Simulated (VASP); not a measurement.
A run of VASP 6.6.1 is set up as follows.

The input POSCAR:

```
Zr3O
1.0
    5.6509725861      0.0000000000      0.0000000000
   -2.8254862931      4.8938858157      0.0000000000
    0.0000000000      0.0000000000      5.1948277365
Zr O
6 2
Direct
    0.0000000000      0.6601601135      0.5000000000
    0.0000000000      0.3398398865      0.0000000000
    0.6601601135      0.6601601135      0.0000000000
    0.6601601135      0.0000000000      0.5000000000
    0.3398398865      0.3398398865      0.5000000000
    0.3398398865      0.0000000000      0.0000000000
    0.6666666667      0.3333333333      0.7500000000
    0.3333333333      0.6666666667      0.2500000000
```

The input INCAR.step1:

```
ALGO = Normal
EDIFF = 1E-4
ENCUT = 520
GGA = PE
ISMEAR = 0
LASPH = T
LCHARG = F
LREAL = F
LWAVE = T
NBANDS = 52
NELM = 80
PREC = Accurate
SIGMA = 0.1
```

Contents of INCAR.step2:

```
ALGO = Normal
EDIFF = 1E-6
ENCUT = 520
ISIF = 2
ISMEAR = 0
ISTART = 1
LASPH = T
LCHARG = T
LELF = T
LMIXTAU = T
LREAL = F
LVHAR = T
LWAVE = F
METAGGA = R2SCAN
NBANDS = 52
NELM = 80
PREC = Accurate
SIGMA = 0.1
```

File KPOINTS:

```
k-points
0
Gamma
  6 6 8
```

Potentials or basis: VASP PAW PBE potentials, release 64 (Zr_sv, O).

Command:

```sh
$ cat potpaw_PBE.64/Zr_sv/POTCAR potpaw_PBE.64/O/POTCAR > POTCAR
$ cp INCAR.step1 INCAR
$ mpirun -np 1 vasp_std > vasp.out
$ cp INCAR.step2 INCAR
$ mpirun -np 1 vasp_std > vasp.out
```

Problem. Predict the band gap on the k mesh.

Solution. Zero (bands 42 and 43 overlap by 0.90 eV).

Problem. Predict the largest force.

Solution. 0.012 eV/Å.

Problem. Predict the pressure.

Solution. 0.1 GPa.

Forces in eV/Å, atoms in the order of the input:
```
Zr  -0.006  0.011  0.000
Zr   0.006 -0.011  0.000
Zr   0.006  0.011  0.000
Zr   0.012  0.000  0.000
Zr  -0.006 -0.011  0.000
Zr  -0.012  0.000  0.000
O    0.000  0.000  0.000
O    0.000  0.000  0.000
```

Caveat: the PAW data sets were made with another functional, which shifts forces and pressure a little.
